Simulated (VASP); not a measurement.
Input of a VASP 6.6.1 run:

File INCAR:

```
PREC = Accurate ; ENCUT = 520
EDIFF = 1E-6 ; ISMEAR = 0
SIGMA = 0.1 ; LREAL = False
LASPH = True ; NELM = 80
ALGO = Normal ; ISIF = 2
LWAVE = False ; LCHARG = False
GGA = PE ; NBANDS = 31
```

KPOINTS

```
regular mesh
0
Gamma
  12 12 2
```

POSCAR

```
PtSe2
1.0
    3.3503735792      0.0000000000      0.0000000000
   -1.6751867896      2.9015086318      0.0000000000
    0.0000000000      0.0000000000     23.9574118004
Pt Se
2 4
Direct
    0.6666666667      0.3333333333      0.1458659842
    0.3333333333      0.6666666667      0.8541340158
    0.3333333333      0.6666666667      0.2048480597
    0.6666666667      0.3333333333      0.9273884748
    0.3333333333      0.6666666667      0.0726115252
    0.6666666667      0.3333333333      0.7951519403
```

Potentials or basis: VASP PAW PBE potentials, release 64 (Pt, Se).

Command:

```console
$ cat potpaw_PBE.64/Pt/POTCAR potpaw_PBE.64/Se/POTCAR > POTCAR
$ mpirun -np 1 vasp_std > vasp.out
```

Question: What does it give for the largest force?

Answer: 2.044 eV/Å.

Question: Estimate the band gap on the k mesh.

Answer: Zero (bands 22 and 23 overlap by 1.29 eV).

Forces in eV/Å, atoms in the order of the input:
```
Pt   0.000  0.000 -1.704
Pt   0.000  0.000  1.704
Se   0.000  0.000  2.044
Se   0.000  0.000  0.319
Se   0.000  0.000 -0.319
Se   0.000  0.000 -2.044
```

Caveat: the cell differs from its parent crystal (W replaced by Pt, lengths x 0.961, strained); spin-orbit coupling is left out, which moves the levels of the heavy elements.
